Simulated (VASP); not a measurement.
Write the native input for VASP 6.6.1 that does the following.

```yaml
Task: single point
Functional: PBE
Potentials_or_basis: VASP PAW PBE potentials, release 64 (Ta_pv)
Cutoff: 520 eV
k_mesh: 18 × 18 × 18
Occupations: gaussian, width 0.15 eV
Spin: no spin polarisation
Dipole_correction: no
Further_INCAR_settings: ALGO = Fast; EDIFF = 1e-06; NBANDS = 12
```

The structure of Ta lies in POSCAR:

```
Ta
1.0
   -1.4769403763      1.6594835689      1.4727916674
    1.4769403763     -1.6594835689      1.4727916674
    1.4769403763      1.6594835689     -1.4727916674
Ta
1
Direct
    0.0000000000      0.0000000000      0.0000000000
```

This cell differs from its parent crystal: normal strain along x -0.1100, normal strain along z -0.1125.

These files were run (other wordings do the same):

INCAR

```
SYSTEM = Ta
PREC = Accurate
ENCUT = 520
EDIFF = 1E-6
ISMEAR = 0
SIGMA = 0.15
LREAL = .FALSE.
LASPH = .TRUE.
NELM = 80
ALGO = Fast
ISIF = 2
LWAVE = .FALSE.
LCHARG = .FALSE.
GGA = PE
NBANDS = 12
```

KPOINTS

```
regular mesh
0
G
  18 18 18
  0 0 0
```

Potentials or basis: VASP PAW PBE potentials, release 64 (Ta_pv).

Command:

```sh
$ cat potpaw_PBE.64/Ta_pv/POTCAR > POTCAR
$ mpirun -np 1 vasp_std > vasp.out
```

It gave:

```json
{
 "Pressure": "73.7 GPa"
}
```

Caveat: the cell differs from its parent crystal (normal strain along x -0.1100, normal strain along z -0.1125).

Wall time 44 s on 1 thread of Intel(R) Xeon(R) 6975P-C (Granite Rapids) (shared host), peak memory 0.26 GiB.
